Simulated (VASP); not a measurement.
A run of VASP 6.6.1 is set up as follows.

INCAR

```
SYSTEM = Sb2W
ALGO = Normal ; EDIFF = 1E-7
ENCUT = 520 ; GGA = PE
ISIF = 2 ; ISMEAR = 0
LASPH = .TRUE. ; LCHARG = .TRUE.
LELF = .TRUE. ; LREAL = .FALSE.
LVHAR = .TRUE. ; LWAVE = .FALSE.
NBANDS = 19 ; NELM = 100
PREC = Accurate ; SIGMA = 0.05
```

File KPOINTS:

```
k-points
0
G
  12 12 6
  0 0 0
```

File POSCAR:

```
Sb2W
1.0
    3.4649380352      0.0000000000      0.0000000000
   -1.7324690176      3.0007243611      0.0000000000
    0.0000000000      0.0000000000      6.7174239015
W Sb
1 2
Direct
    0.0144302725      0.0000000000      0.0000000000
    0.3333333333      0.6666666667      0.2847523219
    0.6666666667      0.3333333333      0.7152476781
```

Potentials or basis: VASP PAW PBE potentials, release 64 (W_sv, Sb).

Command:

```bash
$ cat potpaw_PBE.64/W_sv/POTCAR potpaw_PBE.64/Sb/POTCAR > POTCAR
$ mpirun -np 1 vasp_std > vasp.out
```

What does it give for the pressure?

0.0 GPa.

Estimate the largest force.

0.302 eV/Å.

Predict the band gap on the k mesh.

zero (band 12 reaches 8.96 eV, above the bottom of band 13 at 8.64 eV).

Stress tensor (GPa, compression positive):
```
 0.04  0.00  0.00
 0.00  0.03 -0.09
 0.00 -0.09  0.00
```

Caveat: the cell differs from its parent crystal (atom 1 (W) moved 0.05 Å along x); spin-orbit coupling is left out, which moves the levels of the heavy elements.
